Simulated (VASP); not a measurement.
# Bi in VASP: density of states with PBE

Aim: the density of states of Bi with PBE.

Program: VASP 6.6.1. These are calculated values, not measurements. Logs are shortened: lines on timing, memory, paths and dates and some standing lists are left out, and cuts for length are marked.

## (1) The cell of the first run

The cell holds a sheet with vacuum, 1 atom: a = 3.129 Å, b = 3.129 Å, c = 23.800 Å, α = 90.00°, β = 90.00°, γ = 90.00°.

## (2) Density of states, PBE

File POSCAR:

```
Bi
1.0
    3.1293200000      0.0000000000      0.0000000000
    0.0000000000      3.1293200000      0.0000000000
    0.0000000000      0.0000000000     23.8000000000
Bi
1
Direct
    0.5000000000      0.5000000000      0.2941200000
```

File INCAR.step1:

```
PREC = Accurate ; ENCUT = 520
EDIFF = 1E-6 ; ISMEAR = -1
SIGMA = 0.05 ; LREAL = False
LASPH = True ; NELM = 80
ALGO = Normal ; ISIF = 2
LWAVE = False ; LCHARG = True
LDIPOL = True ; IDIPOL = 3
DIPOL = 0.5 0.5 0.294 ; GGA = PE
NBANDS = 14
```

File KPOINTS.step1:

```
Automatic mesh
0
Gamma
  9 9 1
```

File INCAR.step2:

```
PREC = Accurate ; ENCUT = 520
EDIFF = 1E-6 ; ISMEAR = -5
SIGMA = 0.05 ; LREAL = False
LASPH = True ; NELM = 80
ALGO = Normal ; ISIF = 2
LWAVE = False ; LCHARG = False
LDIPOL = True ; IDIPOL = 3
DIPOL = 0.5 0.5 0.294 ; GGA = PE
LORBIT = 11 ; NEDOS = 2001
ICHARG = 11
```

File KPOINTS.step2:

```
Automatic mesh
0
Gamma
  14 14 1
```

Potentials or basis: VASP PAW PBE potentials, release 64 (Bi_d).

Launch:

```
$ cat potpaw_PBE.64/Bi_d/POTCAR > POTCAR
$ cp INCAR.step1 INCAR
$ cp KPOINTS.step1 KPOINTS
$ mpirun -np 1 vasp_std > vasp.out
$ cp INCAR.step2 INCAR
$ cp KPOINTS.step2 KPOINTS
$ mpirun -np 1 vasp_std > vasp.out
```

OUTCAR:

```text
PREC = Accurate
   ENCUT = 520
   EDIFF = 1E-6
   ISMEAR = -5
   LREAL = False
   LASPH = True
   NELM = 80
   ISIF = 2
   GGA = PE
   LORBIT = 11
   ICHARG = 11

 ion  position               nearest neighbor table
   1  0.500  0.500  0.294-

  LATTYP: Found a simple tetragonal cell.
 ALAT       =     3.1293200000
 C/A-ratio  =     7.6054861759

  Lattice vectors:

 A1 = (   3.1293200000,   0.0000000000,   0.0000000000)
 A2 = (   0.0000000000,   3.1293200000,   0.0000000000)
 A3 = (   0.0000000000,   0.0000000000,  23.8000000000)

Analysis of symmetry for initial positions (statically):
=====================================================================
 Subroutine PRICEL returns:
 Original cell was already a primitive cell.

 Routine SETGRP: Setting up the symmetry group for a
 simple tetragonal supercell.

 Subroutine GETGRP returns: Found 16 space group operations
 (whereof  8 operations were pure point group operations)
 out of a pool of 16 trial point group operations.

The static configuration has the point symmetry C_4v.
 The point group associated with its full space group is D_4h.

Analysis of symmetry for dynamics (positions and initial velocities):
=====================================================================
 Subroutine PRICEL returns:
 Original cell was already a primitive cell.

 Routine SETGRP: Setting up the symmetry group for a
 simple tetragonal supercell.

 Subroutine GETGRP returns: Found 16 space group operations
 (whereof  8 operations were pure point group operations)
 out of a pool of 16 trial point group operations.

The dynamic configuration has the point symmetry C_4v.
 The point group associated with its full space group is D_4h.

 Subroutine INISYM returns: Found 16 space group operations
 (whereof  8 operations are pure point group operations),
 and found     1 'primitive' translations

----------------------------------------------------------------------------------------

                                     Primitive cell

  volume of cell :     233.0649

  direct lattice vectors                    reciprocal lattice vectors
     3.129320000  0.000000000  0.000000000     0.319558243  0.000000000  0.000000000
     0.000000000  3.129320000  0.000000000     0.000000000  0.319558243  0.000000000
     0.000000000  0.000000000 23.800000000     0.000000000  0.000000000  0.042016807

  length of vectors
     3.129320000  3.129320000 23.800000000     0.319558243  0.319558243  0.042016807

  position of ions in fractional coordinates (direct lattice)
     0.500000000  0.500000000  0.294120000
[... 95 lines left out ...]
   IALGO  =     38    algorithm
   IMIX   =      4    mixing-type and parameters
     AMIX     =   0.40;   BMIX     =  1.00
     AMIX_MAG =   1.60;   BMIX_MAG =  1.00
  volume/ion in A,a.u.               =     233.06      1572.80
  Fermi-wavevector in a.u.,A,eV,Ry     =   0.656064  1.239781  5.856221  0.430420
  Thomas-Fermi vector in A             =   1.727138
   LORBIT       =     11    0 simple, 1 ext, 2 COOP (PROOUT), +10 PAW based schemes
   GGA     = PE    functional components
   LHFCALC =     F    Hartree Fock is set to
   AEXX    =    0.0000 exact exchange contribution
   IVDW    =     0    specifies the selected vdW correction
   LEPSILON=     F    determine dielectric tensor
   LRPA    =     F    only Hartree local field effects (RPA)
 non-spin polarized calculation
 Fermi weights with tetrahedron method with Bloechl corrections
  energy-cutoff  :      520.00
  volume of cell :      233.06
 maximum number of plane-waves:      6344
 NGX is ok and might be reduce to    24

 number of electron      14.9999996 magnetization

 dipolmoment           0.000000      0.000000      0.000001 electrons x Angstroem

 Free energy of the ion-electron system (eV)
  ---------------------------------------------------
  ext. energy  EPLUGINS =         0.00000000
  ---------------------------------------------------
  free energy    TOTEN  =        -3.32488244 eV

  energy without entropy =       -3.32488244  energy(sigma->0) =       -3.32488244

 E-fermi :  -2.9831     XC(G=0):  -1.9719

 val. band max:       -3.0616631781   @ k =   0.4286   0.0714   0.0000
 cond. band min:      -2.9812563522   @ k =   0.2857   0.2857   0.0000
 fundamental gap:      0.0804068259
 Fermi energy:        -2.9831020096

 k-point     1 :       0.0000    0.0000    0.0000
  band No.  band energies     occupation
      1     -25.9676      2.00000
      2     -25.7329      2.00000
      3     -25.5392      2.00000
      4     -25.5392      2.00000
      5     -25.5129      2.00000
      6     -15.4297      2.00000
      7      -5.3515      2.00000
      8       0.3002      0.00000
      9       1.3795      0.00000
     10       1.7154      0.00000
     11       1.9349      0.00000
[... 309 lines left out ...]
 k-point    24 :       0.3571    0.2143    0.0000
  band No.  band energies     occupation
      1     -25.6748      2.00000
      2     -25.6664      2.00000
      3     -25.6449      2.00000
      4     -25.5821      2.00000
      5     -25.5238      2.00000
      6     -13.1584      2.00000
      7      -5.2052      2.00000
      8      -2.9257      0.81401
      9      -0.9913      0.00000
     10       2.9230      0.00000
     11       3.2642      0.00000

 [... further k-points ...]

------------------------ aborting loop because EDIFF is reached ----------------------------------------

 vacuum level on the upper side and lower side of the slab       (xc-potential included)        -0.007        -0.007

  FORCE on cell =-STRESS in cart. coord.  units (eV):
  Direction    XX          YY          ZZ          XY          YZ          ZX
  --------------------------------------------------------------------------------------
  -------------------------------------------------------------------------------------
  Total       -0.2659305     -0.2659305      0.7739097      0.0000000     -0.0000000      0.0000000
  in kB       -1.8281081     -1.8281081      5.3201510      0.0000000     -0.0000000      0.0000000
  external PRESSURE =       0.5546450 kB  Pullay stress =       0.0000000 kB

 VOLUME and BASIS-vectors are now :
 -----------------------------------------------------------------------------
  energy-cutoff  :      520.00
  volume of cell :      233.06
      direct lattice vectors                 reciprocal lattice vectors
     3.129320000  0.000000000  0.000000000     0.319558243  0.000000000  0.000000000
     0.000000000  3.129320000  0.000000000     0.000000000  0.319558243  0.000000000
     0.000000000  0.000000000 23.800000000     0.000000000  0.000000000  0.042016807

 POSITION                                       TOTAL-FORCE (eV/Angst)
 -----------------------------------------------------------------------------------
      1.56466      1.56466      7.00006         0.000000     -0.000000     -0.000000
 -----------------------------------------------------------------------------------
    total drift:                                0.000000      0.000000      0.000099

  FREE ENERGIE OF THE ION-ELECTRON SYSTEM (eV)
  ---------------------------------------------------
  free  energy   TOTEN  =        -3.3248824359 eV

  energy  without entropy=       -3.3248824359  energy(sigma->0) =       -3.32488244

 vacuum level on the upper side and lower side of the slab         1.638         1.638

 total charge

# of ion       s       p       d       tot
------------------------------------------
    1        1.530   1.334   9.908  12.773
```

Wall time 71 s (1 thread of Intel Xeon 6975P-C, shared host); peak memory 0.32 GiB.

What came out:

* Valence electrons inside the program's atomic spheres: Bi 12.77

Levels at points of the mesh, in eV from the Fermi level:
```csv
k point,band 3,band 4,band 5,band 6,band 7,band 8,band 9,band 10,band 11
"(0.00, 0.00, 0.00)",-22.56,-22.56,-22.53,-12.45,-2.37,3.28,4.36,4.70,4.92
"(0.50, 0.00, 0.00)",-22.65,-22.54,-22.48,-10.13,-4.32,0.05,4.64,6.92,7.19
"(0.50, 0.50, 0.00)",-22.68,-22.51,-22.37,-7.78,-2.23,-2.23,2.39,4.09,7.84
```

Caveat: spin-orbit coupling is left out, which moves the levels of the heavy elements; tetrahedron occupations give inexact forces and stress in metals.
